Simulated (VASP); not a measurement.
Wanted: the native input for a VASP 6.6.1 run.

| Quantity | Value |
| --- | --- |
| Task | single point |
| Functional | PBE |
| Potentials or basis | VASP PAW PBE potentials, release 64 (Cd, As) |
| Cutoff | 500 eV |
| k mesh | 12 × 12 × 6 |
| Occupations | gaussian, width 0.1 eV |
| Spin | no spin polarisation |
| Dipole correction | no |
| Further INCAR settings | ALGO = Normal; EDIFF = 1e-06; NBANDS = 28 |

The structure of Cd2As3 lies in POSCAR:

```
Cd2As3
1.0
    4.2274031570      0.0000000000      0.0000000000
   -2.1137015785      3.6610385260      0.0000000000
    0.0000000000      0.0000000000      7.4363229915
Cd As
2 3
Direct
    0.3333333333      0.6666666667      0.3798164913
    0.6666666667      0.3333333333      0.6201835087
    0.0000000000      0.0000000000      0.0000000000
    0.3333333333      0.6666666667      0.8072966441
    0.6666666667      0.3333333333      0.1927033559
```

One way to write it, as run:

INCAR

```
PREC     = Accurate       # precision mode
ENCUT    = 500            # plane-wave cutoff, eV
EDIFF    = 1E-6           # SCF threshold, eV
ISMEAR   = 0              # smearing method
SIGMA    = 0.1            # smearing width, eV
LREAL    = F              # projectors in reciprocal space
LASPH    = T              # aspherical terms in the spheres
NELM     = 120            # most SCF steps
ALGO     = Normal         # electronic algorithm
ISIF     = 2              # what is computed and relaxed
LWAVE    = F              # write WAVECAR
LCHARG   = F              # write CHGCAR
GGA      = PE             # functional
NBANDS   = 28             # bands
GGA_COMPAT= F
```

KPOINTS

```
regular mesh
0
Gamma
  12 12 6
```

Potentials or basis: VASP PAW PBE potentials, release 64 (Cd, As).

The run is started by

```sh
$ cat potpaw_PBE.64/Cd/POTCAR potpaw_PBE.64/As/POTCAR > POTCAR
$ mpirun -np 1 vasp_std > vasp.out
```

Results of the run:

```json
{"Pressure": "0.2 GPa", "Largest force": "0.020 eV/Å", "Band gap on the k mesh": "zero (an odd number of electrons rules out a gap without spin polarisation)"}
```

Caveat: an odd number of electrons without spin polarisation forces a metal; a magnetic or distorted state may lie lower.

It took 5.7 min on 1 thread of Oxide Virtual Turin-like Processor, with other jobs on the host, peak memory 0.36 GiB.
